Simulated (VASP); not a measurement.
# Cd3Te2S (P-4m2) in VASP: a series of runs, part 2 of 2

VASP 6.6.1. Earlier steps stand in the parts before.

**3. Single point, PBE**

This run uses another cell than the first one, of 23.66 Å³/atom.

The input, INCAR:

```
SYSTEM = Cd3Te2S
ALGO = Normal
EDIFF = 1E-6
ENCUT = 520
GGA = PE
ISIF = 2
ISMEAR = 0
LASPH = .True.
LCHARG = .False.
LREAL = .False.
LWAVE = .False.
NBANDS = 36
NELM = 60
PREC = Accurate
SIGMA = 0.1
```

The input, KPOINTS:

```
k-points
0
Gamma
  4 4 4
  0 0 0
```

The input, POSCAR:

```
Cd3Te2S
1.0
    4.4024840700      0.0000000000      0.0000000000
    0.0000000000      4.4024840700      0.0000000000
    0.0000000000      0.0000000000      7.3232504600
Cd Te S
3 2 1
Direct
    0.0000000000      0.0000000000      0.0000000000
    0.5000000000      0.0000000000      0.6756250300
    0.0000000000      0.5000000000      0.3243749700
    0.5000000000      0.0000000000      0.2671410100
    0.0000000000      0.5000000000      0.7328589900
    0.5000000000      0.5000000000      0.0000000000
```

Potentials or basis: VASP PAW PBE potentials, release 64 (Cd, Te, S).

The run is started by

```bash
> cat potpaw_PBE.64/Cd/POTCAR potpaw_PBE.64/Te/POTCAR potpaw_PBE.64/S/POTCAR > POTCAR
> mpirun -np 1 vasp_std > vasp.out
```

OUTCAR:

```text
SYSTEM = Cd3Te2S
   EDIFF = 1E-6
   ENCUT = 520
   GGA = PE
   ISIF = 2
   ISMEAR = 0
   LASPH = .True.
   LREAL = .False.
   NELM = 60
   PREC = Accurate

 ion  position               nearest neighbor table
   1  0.000  0.000  0.000-   4 2.94   5 2.94   5 2.94   4 2.94   6 3.11   6 3.11   6 3.11   6 3.11
                             2 3.24   3 3.24   3 3.24   2 3.24
   2  0.500  0.000  0.676-   4 2.99   5 3.14   5 3.14   5 3.14   5 3.14   6 3.24   1 3.24   6 3.24
                             1 3.24
   3  0.000  0.500  0.324-   5 2.99   4 3.14   4 3.14   4 3.14   4 3.14   1 3.24   6 3.24   6 3.24
                             1 3.24
   4  0.500  0.000  0.267-   1 2.94   6 2.94   6 2.94   1 2.94   2 2.99   3 3.14   3 3.14   3 3.14
                             3 3.14
   5  0.000  0.500  0.733-   1 2.94   6 2.94   1 2.94   6 2.94   3 2.99   2 3.14   2 3.14   2 3.14
                             2 3.14
   6  0.500  0.500  0.000-   4 2.94   5 2.94   4 2.94   5 2.94   1 3.11   1 3.11   1 3.11   1 3.11
                             2 3.24   3 3.24   2 3.24   3 3.24

  LATTYP: Found a simple tetragonal cell.
 ALAT       =     4.4024840700
 C/A-ratio  =     1.6634359929

  Lattice vectors:

 A1 = (   4.4024840700,   0.0000000000,   0.0000000000)
 A2 = (   0.0000000000,   4.4024840700,   0.0000000000)
 A3 = (   0.0000000000,   0.0000000000,   7.3232504600)

Analysis of symmetry for initial positions (statically):
=====================================================================
 Subroutine PRICEL returns:
 Original cell was already a primitive cell.

 Routine SETGRP: Setting up the symmetry group for a
 simple tetragonal supercell.

 Subroutine GETGRP returns: Found  8 space group operations
 (whereof  8 operations were pure point group operations)
 out of a pool of 16 trial point group operations.

The static configuration has the point symmetry D_2d.

Analysis of symmetry for dynamics (positions and initial velocities):
=====================================================================
 Subroutine PRICEL returns:
 Original cell was already a primitive cell.

 Routine SETGRP: Setting up the symmetry group for a
 simple tetragonal supercell.

 Subroutine GETGRP returns: Found  8 space group operations
 (whereof  8 operations were pure point group operations)
 out of a pool of 16 trial point group operations.

The dynamic configuration has the point symmetry D_2d.

 Subroutine INISYM returns: Found  8 space group operations
 (whereof  8 operations are pure point group operations),
 and found     1 'primitive' translations

----------------------------------------------------------------------------------------

                                     Primitive cell

  volume of cell :     141.9383

  direct lattice vectors                    reciprocal lattice vectors
     4.402484070  0.000000000  0.000000000     0.227144490  0.000000000  0.000000000
     0.000000000  4.402484070  0.000000000     0.000000000  0.227144490  0.000000000
     0.000000000  0.000000000  7.323250460     0.000000000  0.000000000  0.136551386

  length of vectors
     4.402484070  4.402484070  7.323250460     0.227144490  0.227144490  0.136551386

  position of ions in fractional coordinates (direct lattice)
     0.000000000  0.000000000  0.000000000
     0.500000000  0.000000000  0.675625030
     0.000000000  0.500000000  0.324374970
     0.500000000  0.000000000  0.267141010
[... 44 lines left out ...]
  0.500000  0.250000  0.000000      4.000000
  0.500000  0.500000  0.000000      1.000000
[... 10 lines left out ...]
  0.500000  0.250000  0.500000      4.000000
  0.500000  0.500000  0.500000      1.000000
   k-points           NKPTS =     18   k-points in BZ     NKDIM =     18   number of bands    NBANDS=     36
   number of dos      NEDOS =    301   number of ions     NIONS =      6
   total plane-waves  NPLWV =  69984
   dimension x,y,z NGX =    36 NGY =   36 NGZ =   54
   dimension x,y,z NGXF=    72 NGYF=   72 NGZF=  108
   ions per type =               3   2   1
   NGX,Y,Z   is equivalent  to a cutoff of  13.59, 13.59, 12.26 a.u.
   NGXF,Y,Z  is equivalent  to a cutoff of  27.19, 27.19, 24.52 a.u.
 SYSTEM =  Cd3Te2S
   PREC   = accura    normal or accurate (medium, high low for compatibility)
   ISTART =      0    job   : 0-new  1-cont  2-samecut
   ICHARG =      2    charge: 1-file 2-atom 10-const
   ISPIN  =      1    spin polarized calculation?
   LNONCOLLINEAR =      F non collinear calculations
   LSORBIT =      F    spin-orbit coupling
   LASPH  =      T    aspherical Exc in radial PAW
   ENCUT  =  520.0 eV  38.22 Ry    6.18 a.u.   8.19  8.19 13.62*2*pi/ulx,y,z
   NELM   =     60;   NELMIN=  2; NELMDL= -5     # of ELM steps
   EDIFF  = 0.1E-05   stopping-criterion for ELM
   LREAL  =      F    real-space projection
   EDIFFG = 0.1E-04   stopping-criterion for IOM
   NSW    =      0    number of steps for IOM
   IBRION =     -1    ionic relax: 0-MD 1-quasi-New 2-CG
   NFREE  =      0    steps in history (QN), initial steepest desc. (CG)
   ISIF   =      2    stress and relaxation
   ISYM   =      2    0-nonsym 1-usesym 2-fastsym
   POTIM  = 0.5000    time-step for ionic-motion
   TEBEG  =    0.0;   TEEND  =   0.0 temperature during run
   PSTRESS=    0.0 pullay stress
   NELECT =      54.0000    total number of electrons
   NUPDOWN=      -1.0000    fix difference up-down
   EMIN   =  10.00;   EMAX   =-10.00  energy-range for DOS
   EFERMI =   0.00;   METHOD = LEGACY
   ISMEAR =     0;   SIGMA  =   0.10  broadening in eV -4-tet -1-fermi 0-gaus
   EFERMI_NEDOS =   21; number of points for ismear=-14 and -15
   IALGO  =     38    algorithm
   IMIX   =      4    mixing-type and parameters
     AMIX     =   0.40;   BMIX     =  1.00
     AMIX_MAG =   1.60;   BMIX_MAG =  1.00
  volume/ion in A,a.u.               =      23.66       159.64
  Fermi-wavevector in a.u.,A,eV,Ry     =   1.186241  2.241670 19.145679  1.407168
  Thomas-Fermi vector in A             =   2.322418
   LORBIT       =      0    0 simple, 1 ext, 2 COOP (PROOUT), +10 PAW based schemes
   GGA     = PE    functional components
   LHFCALC =     F    Hartree Fock is set to
   AEXX    =    0.0000 exact exchange contribution
   IVDW    =     0    specifies the selected vdW correction
   LEPSILON=     F    determine dielectric tensor
   LRPA    =     F    only Hartree local field effects (RPA)
 non-spin polarized calculation
 Gauss-broadening in eV      SIGMA  =   0.10
  energy-cutoff  :      520.00
  volume of cell :      141.94
 maximum number of plane-waves:      3848
 NGX is ok and might be reduce to    36
   NGX = 17   NGY = 17   NGZ = 27

 number of electron      53.9999986 magnetization

 Free energy of the ion-electron system (eV)
  ---------------------------------------------------
  ext. energy  EPLUGINS =         0.00000000
  ---------------------------------------------------
  free energy    TOTEN  =       -11.15894181 eV

  energy without entropy =      -11.14681492  energy(sigma->0) =      -11.15287836

 E-fermi :   5.2774     XC(G=0): -10.3784

 val. band max:        5.2295142083   @ k =   0.5000   0.0000   0.0000
 cond. band min:       5.2925109991   @ k =   0.2500   0.2500   0.0000
 fundamental gap:      0.0629967908
 Fermi energy:         5.2774068741

 k-point     1 :       0.0000    0.0000    0.0000
  band No.  band energies     occupation
      1      -8.6500      2.00000
      2      -6.7875      2.00000
      3      -5.7405      2.00000
      4      -4.0779      2.00000
      5      -4.0779      2.00000
      6      -3.8717      2.00000
[... 691 lines left out ...]
     35      13.0459      0.00000
     36      13.2131      0.00000

------------------------ aborting loop because EDIFF is reached ----------------------------------------

  FORCE on cell =-STRESS in cart. coord.  units (eV):
  Direction    XX          YY          ZZ          XY          YZ          ZX
  --------------------------------------------------------------------------------------
  -------------------------------------------------------------------------------------
  Total        5.1974647      5.1974647      8.6533318      0.0000000      0.0000000      0.0000000
  in kB       58.6681851     58.6681851     97.6774837      0.0000000      0.0000000      0.0000000
  external PRESSURE =      71.6712846 kB  Pullay stress =       0.0000000 kB

 VOLUME and BASIS-vectors are now :
 -----------------------------------------------------------------------------
  energy-cutoff  :      520.00
  volume of cell :      141.94
      direct lattice vectors                 reciprocal lattice vectors
     4.402484070  0.000000000  0.000000000     0.227144490  0.000000000  0.000000000
     0.000000000  4.402484070  0.000000000     0.000000000  0.227144490  0.000000000
     0.000000000  0.000000000  7.323250460     0.000000000  0.000000000  0.136551386

 POSITION                                       TOTAL-FORCE (eV/Angst)
 -----------------------------------------------------------------------------------
      0.00000      0.00000      0.00000        -0.000000     -0.000000      0.000000
      2.20124      0.00000      4.94777         0.000000     -0.000000     -0.200931
      0.00000      2.20124      2.37548         0.000000     -0.000000      0.200931
      2.20124      0.00000      1.95634        -0.000000     -0.000000      1.394621
      0.00000      2.20124      5.36691        -0.000000     -0.000000     -1.394621
      2.20124      2.20124      0.00000        -0.000000      0.000000      0.000000
 -----------------------------------------------------------------------------------
    total drift:                                0.000000      0.000000      0.000000

  FREE ENERGIE OF THE ION-ELECTRON SYSTEM (eV)
  ---------------------------------------------------
  free  energy   TOTEN  =       -11.1589418051 eV

  energy  without entropy=      -11.1468149183  energy(sigma->0) =      -11.15287836
```

OSZICAR:

```text
N       E                     dE             d eps       ncg     rms          rms(c)
DAV:   1     0.376563395532E+03    0.37656E+03   -0.25816E+04  1296   0.138E+03
DAV:   2     0.978648622926E+01   -0.36678E+03   -0.35564E+03  1420   0.342E+02
DAV:   3    -0.120680126729E+02   -0.21854E+02   -0.21534E+02  1496   0.808E+01
DAV:   4    -0.123988423073E+02   -0.33083E+00   -0.33014E+00  1444   0.830E+00
DAV:   5    -0.124039564149E+02   -0.51141E-02   -0.51139E-02  1488   0.109E+00    0.148E+01
DAV:   6    -0.111631584516E+02    0.12408E+01   -0.54462E+00  1600   0.138E+01    0.123E+01
DAV:   7    -0.111656022668E+02   -0.24438E-02   -0.80645E-01  1372   0.454E+00    0.596E+00
DAV:   8    -0.111611473991E+02    0.44549E-02   -0.10108E-01  1400   0.208E+00    0.792E-01
DAV:   9    -0.111586614340E+02    0.24860E-02   -0.11578E-02  1516   0.581E-01    0.334E-01
DAV:  10    -0.111589098591E+02   -0.24843E-03   -0.28900E-03  1372   0.238E-01    0.206E-01
DAV:  11    -0.111589475179E+02   -0.37659E-04   -0.15937E-04  1436   0.856E-02    0.108E-01
DAV:  12    -0.111589422496E+02    0.52683E-05   -0.41016E-05  1380   0.273E-02    0.530E-02
DAV:  13    -0.111589418051E+02    0.44455E-06   -0.74512E-06  1316   0.225E-02
   1 F= -.11158942E+02 E0= -.11152878E+02  d E =-.121269E-01
```

stdout:

```text
POSCAR found type information on POSCAR CdTeS
 POSCAR found :  3 types and       6 ions
 scaLAPACK will be used
 LDA part: xc-table for (Slater+PW92), standard interpolation
 POSCAR, INCAR and KPOINTS ok, starting setup
 FFT: planning ... GRIDC
 FFT: planning ... GRID_SOFT
 FFT: planning ... GRID
 WAVECAR not read
 entering main loop
```

Wall time 33 s (1 thread of Intel Xeon 6975P-C (Granite Rapids), shared host); peak memory 0.29 GiB.

Results:

```yaml
Free_energy: -11.1589 eV
Pressure: 7.2 GPa
Largest_force: 1.395 eV/Å
Band_gap_on_the_k_mesh: zero (bands 27 and 28 overlap by 1.11 eV)
```

Forces on the atoms (eV/Å):
```
Cd   0.000  0.000  0.000
Cd   0.000  0.000 -0.201
Cd   0.000  0.000  0.201
Te   0.000  0.000  1.395
Te   0.000  0.000 -1.395
S    0.000  0.000  0.000
```

Caveat: the cell stands under pressure; spin-orbit coupling is left out, which moves the levels of the heavy elements; forces of over 1 eV/Å act on the atoms, so gaps and moduli don't describe the material at rest.

**4. Relaxation of cell and atoms, PBE**

This run uses another cell than the first one, of 23.66 Å³/atom.

The input, INCAR:

```
PREC = Accurate
ENCUT = 600
EDIFF = 1E-7
ISMEAR = 0
SIGMA = 0.1
LREAL = F
LASPH = T
NELM = 100
ALGO = Normal
ISIF = 3
LWAVE = F
LCHARG = F
GGA = PE
IBRION = 2
NSW = 90
EDIFFG = -0.04
```

The input, KPOINTS:

```
regular mesh
0
Gamma
  4 4 4
```

POSCAR is that of step 3.

The run is started by

```bash
> cat potpaw_PBE.64/Cd/POTCAR potpaw_PBE.64/Te/POTCAR potpaw_PBE.64/S/POTCAR > POTCAR
> mpirun -np 1 vasp_std > vasp.out
```

Wall time 21 min (1 thread of Intel Xeon 6975P-C (Granite Rapids), shared host); peak memory 0.34 GiB.

It converged, with:

* Free energy: -13.4153 eV
* Relaxed volume: 28.78 Å³/atom
* Relaxed cell: a = 3.968 Å, b = 3.968 Å, c = 10.968 Å, α = 90.00°, β = 90.00°, γ = 90.00°
* Space group after relaxing (to 0.1 Å): P-4m2 (No. 115)
* Energy gained by relaxing: 376.2 meV/atom
* Ionic steps: 43
* Pressure after relaxing: -0.1 GPa
* Largest force after relaxing: 0.027 eV/Å
* Band gap on the k mesh: zero (bands 27 and 28 overlap by 0.75 eV)

Forces in eV/Å, atoms in the order of the input:
```
Cd   0.000  0.000  0.000
Cd   0.000  0.000 -0.011
Cd   0.000  0.000  0.011
Te   0.000  0.000  0.027
Te   0.000  0.000 -0.027
S    0.000  0.000  0.000
```

Stress tensor (GPa, compression positive):
```
-0.05  0.00  0.00
 0.00 -0.05  0.00
 0.00  0.00 -0.17
```

Step by step:
| step | energy change (eV) | largest force (eV/Å) | pressure (GPa) | volume (Å³) |
| --- | --- | --- | --- | --- |
| 1 | 0.0000 | 1.3945 | 7.14 | 141.94 |
| 3 | -0.5076 | 0.7249 | -1.04 | 162.38 |
| 5 | -1.1774 | 0.6580 | -0.35 | 156.54 |
| 7 | -1.5995 | 0.3208 | 3.41 | 148.88 |
| 9 | -1.6689 | 0.2965 | 3.66 | 150.02 |
| 11 | -1.7557 | 0.2953 | 2.87 | 167.89 |
| 13 | -1.8739 | 0.1948 | 0.78 | 166.59 |
| 15 | -1.8815 | 0.2228 | -0.03 | 168.91 |
| 17 | -1.8968 | 0.2471 | -0.07 | 169.40 |
| 19 | -1.9673 | 0.3469 | -0.33 | 171.55 |
| 21 | -2.0712 | 0.5798 | -2.90 | 180.08 |
| 23 | -2.1158 | 0.3177 | -2.09 | 177.98 |
| 25 | -2.1257 | 0.3430 | -2.06 | 177.56 |
| 27 | -2.1492 | 0.4773 | -1.95 | 175.68 |
| 29 | -2.1943 | 0.3619 | -1.03 | 171.92 |
| 31 | -2.2140 | 0.2375 | 0.22 | 167.55 |
| 33 | -2.2297 | 0.1830 | 0.18 | 167.41 |
| 35 | -2.2372 | 0.0962 | 0.17 | 167.21 |
| 37 | -2.2445 | 0.0718 | -0.16 | 169.21 |
| 39 | -2.2491 | 0.0885 | -0.57 | 172.25 |
| 41 | -2.2562 | 0.0478 | -0.26 | 172.54 |
| 43 | -2.2571 | 0.0266 | -0.09 | 172.68 |

Final structure:
```
Cd Te S
1.0
     3.96781    0.00000    0.00000
     0.00000    3.96781    0.00000
     0.00000    0.00000   10.96840
Cd Te S
3 2 1
Direct
  0.00000 0.00000 0.00000
  0.50000 0.00000 0.59558
  0.00000 0.50000 0.40442
  0.50000 0.00000 0.31826
  0.00000 0.50000 0.68174
  0.50000 0.50000 0.00000
```

Levels at points of the mesh, in eV from the Fermi level:
| k point | band 25 | band 26 | band 27 | band 28 | band 29 | band 30 |
| --- | --- | --- | --- | --- | --- | --- |
| (0.00, 0.00, 0.00) | -0.81 | -0.81 | -0.41 | -0.40 | 0.18 | 1.35 |
| (0.50, 0.00, 0.00) | -0.15 | 0.07 | 0.17 | 1.38 | 2.46 | 3.75 |
| (0.50, 0.50, 0.00) | -2.51 | -2.51 | -0.61 | -0.57 | -0.30 | -0.30 |
| (0.00, 0.00, 0.50) | -1.33 | -0.74 | -0.74 | 0.03 | 0.32 | 1.32 |
| (0.50, 0.00, 0.50) | -0.14 | 0.07 | 0.17 | 1.98 | 2.06 | 3.29 |
| (0.50, 0.50, 0.50) | -2.40 | -2.40 | -0.71 | -0.48 | -0.40 | -0.40 |

Caveat: the volume moved by over 15 % at a fixed basis, so the end points are rough; semilocal functionals underestimate gaps, and a narrow one can read as zero; spin-orbit coupling is left out, which moves the levels of the heavy elements.

**5. Single point, PBE**

This run uses another cell than the first one, of 30.07 Å³/atom.

The input, INCAR:

```
SYSTEM = Cd3Te2S
  PREC = Accurate
  ENCUT = 520
  EDIFF = 1E-6
  ISMEAR = 0
  SIGMA = 0.1
  LREAL = .FALSE.
  LASPH = .TRUE.
  NELM = 60
  ALGO = Normal
  ISIF = 2
  LWAVE = .FALSE.
  LCHARG = .FALSE.
  GGA = PE
  NBANDS = 36
```

The input, KPOINTS:

```
regular mesh
0
G
  10 10 4
  0 0 0
```

The input, POSCAR:

```
Cd3Te2S
1.0
    3.9674273547      0.0000000000      0.0000000000
    0.0000000000      3.9674273547      0.0000000000
    0.0000000000      0.0000000000     11.4603253447
Cd Te S
3 2 1
Direct
    0.0000000000      0.0000000000      0.0000000000
    0.5000000000      0.0000000000      0.5904623050
    0.0000000000      0.5000000000      0.4095376950
    0.5000000000      0.0000000000      0.3293101355
    0.0000000000      0.5000000000      0.6706898645
    0.5000000000      0.5000000000      0.0000000000
```

The run is started by

```bash
> cat potpaw_PBE.64/Cd/POTCAR potpaw_PBE.64/Te/POTCAR potpaw_PBE.64/S/POTCAR > POTCAR
> mpirun -np 1 vasp_std > vasp.out
```

Wall time 2.7 min (1 thread of Intel Xeon 6975P-C (Granite Rapids), shared host); peak memory 0.5 GiB.

The run converged. Its results:

```
Free energy            : -13.5545 eV
Pressure               : 0.2 GPa
Largest force          : 0.031 eV/Å
Band gap on the k mesh : zero (bands 27 and 28 overlap by 0.83 eV)
```

Forces on the atoms (eV/Å):
```
Cd   0.000  0.000  0.000
Cd   0.000  0.000  0.007
Cd   0.000  0.000 -0.007
Te   0.000  0.000 -0.031
Te   0.000  0.000  0.031
S    0.000  0.000  0.000
```

Levels at points of the mesh, in eV from the Fermi level:
```csv
k point,band 24,band 25,band 26,band 27,band 28,band 29,band 30,band 31
"(0.00, 0.00, 0.00)",-1.21,-0.62,-0.62,-0.52,-0.34,0.26,1.41,3.83
"(0.50, 0.00, 0.00)",-0.78,-0.09,0.27,0.31,1.74,2.62,3.89,4.14
"(0.50, 0.50, 0.00)",-2.98,-2.43,-2.43,-0.56,-0.52,-0.15,-0.15,3.38
"(0.00, 0.00, 0.50)",-1.27,-1.27,-0.60,-0.60,0.08,0.28,1.39,3.68
"(0.50, 0.00, 0.50)",-0.58,-0.09,0.27,0.31,2.27,2.30,3.28,4.15
"(0.50, 0.50, 0.50)",-2.97,-2.38,-2.38,-0.61,-0.47,-0.20,-0.20,2.95
```

Caveat: spin-orbit coupling is left out, which moves the levels of the heavy elements.

**6. Summary**

| task | cell | k mesh | cutoff (eV) | gap on the mesh (eV) | pressure (GPa) | largest force (eV/Å) |
| --- | --- | --- | --- | --- | --- | --- |
| single point | a = 3.961, b = 3.961, c = 11.237 Å, 6 atoms, atomic positions A | 4 × 4 × 4 | 520 | none | 0.2 | 0.04 |
| single point | a = 4.402, b = 4.402, c = 7.323 Å, 6 atoms, atomic positions B | 4 × 4 × 4 | 520 | none | 7.2 | 1.39 |
| relaxation of cell and atoms | relaxed from a = 4.402, b = 4.402, c = 7.323 Å, 6 atoms, atomic positions B | 4 × 4 × 4 | 600 | none | -0.1 | 0.03 |
| single point | a = 3.967, b = 3.967, c = 11.460 Å, 6 atoms, atomic positions C | 10 × 10 × 4 | 520 | none | 0.2 | 0.03 |

Alike in all rows: level PBE; potentials or basis VASP PAW PBE potentials, release 64 (Cd, Te, S); no spin polarisation; smearing gaussian 0.1 eV.

Caveats: some runs use coarse meshes; spin-orbit coupling is left out, which moves the levels of the heavy elements; semilocal functionals underestimate gaps, and a narrow one can read as zero (at least some runs); the cell stands under pressure (at least some runs); forces of over 1 eV/Å act on the atoms, so gaps and moduli don't describe the material at rest (at least some runs); the volume moved by over 15 % at a fixed basis, so the end points are rough (at least some runs).

Absolute energies hang on the potentials; compare differences alone.

The gap in the log of VASP goes by the Fermi energy; the results here count the filled bands.